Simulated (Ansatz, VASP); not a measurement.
## Ti: VASP beside Ansatz

INCAR

```
PREC = Accurate
ENCUT = 520
EDIFF = 1E-8
ISMEAR = -1
SIGMA = 0.08
LREAL = F
LASPH = T
NELM = 60
ALGO = Normal
ISIF = 2
LWAVE = F
LCHARG = F
GGA = PS
LEFG = T
NBANDS = 19
```

KPOINTS

```
Automatic mesh
0
Gamma
  13 13 7
```

The input POSCAR:

```
Ti
1.0
    2.9499978604      0.0294999786      0.0294999786
   -1.4494511993      2.5400230989      0.0107977416
    0.0468600000      0.0468600000      4.6860000000
Ti
2
Direct
    0.3333333333      0.6666666667      0.2500000000
    0.6666666667      0.3333333333      0.7500000000
```

Input for Ansatz:

```yaml
crystal:
  lattice:
    - [2.9499978604, 0.0294999786, 0.0294999786]
    - [-1.4494511993, 2.5400230989, 0.0107977416]
    - [0.04686, 0.04686, 4.686]
  atoms:
    - { symbol: Ti, position: [0.3333333333, 0.6666666667, 0.25] }
    - { symbol: Ti, position: [0.6666666667, 0.3333333333, 0.75] }
kpoints:
  mp_grid: { grid: [13, 13, 7] }
scf:
  occupations: { method: fermi_dirac, width: 0.08 }
hamiltonian:
  xc: pbesol
  pseudopotentials: { kind: all_electron, datasets: crystal }
output:
  forces: true
  stress: true
  eigenvalues: true
  efg: { contact_densities: true }
```

Change from the starting cell: equal xy, yz and zx shear strains of +2 %, crystal datasets.

Alike in both runs: task electric field gradients; functional PBEsol; k mesh 13 × 13 × 7; occupations fermi-dirac, width 0.08 eV; no spin polarisation.

```csv
,VASP,Ansatz
version,VASP 6.6.1,Ansatz 0.2.0
potentials or method,"VASP PAW PBE potentials, release 64 (Ti_sv), cutoff 520 eV","all-electron PAW with datasets made for the crystal, scalar-relativistic"
```

```csv
,VASP,Ansatz,Ansatz less VASP
pressure (GPa),-6.0,-5.8,+0.20
"traceless stress, the component that is largest in VASP (GPa)",-1.14,-1.15,-0.012
rms of the force components (eV/Å),0.029,0.029,+0.0004
size of Vzz on the site where it differs most (V/Å²),16.7,18.1,+1.41
```

VASP's potentials were made for PBE, not for PBEsol. Atom by atom the forces differ by 0.000 eV/Å (rms over components). Ansatz ran all-electron here, and VASP with PAW potentials.
